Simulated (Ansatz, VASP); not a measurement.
**LiF: VASP beside Ansatz**

```
Li F
1.0
     0.00000    1.98490    2.00138
     1.98490    0.00000    2.00138
     1.98490    1.98490    0.00000
Li F
1 1
Direct
  0.00000 0.00000 0.00000
  0.50000 0.50000 0.50000
```

Change from the starting cell: epitaxial_xy strain -0.5%.

Alike in both runs: task single point; functional PBE; k mesh 10 × 10 × 10; occupations fermi-dirac, width 0.02 eV; no spin polarisation.

|  | VASP | Ansatz |
| --- | --- | --- |
| version | VASP 6.6.1 | Ansatz 0.2.0 |
| potentials or method | VASP PAW PBE potentials, release 64 (Li_sv, F) | plane waves, PAW |
| plane-wave cutoff (eV) | 520 | 420 |
| valence electrons in the cell | 10 | 10 |

```csv
,VASP,Ansatz,Ansatz less VASP
gap on the k mesh at the Fermi level (eV),9.40,9.40,-0.003
```

Noted on VASP's run: the cutoff is short for stress, so the pressure is rough.
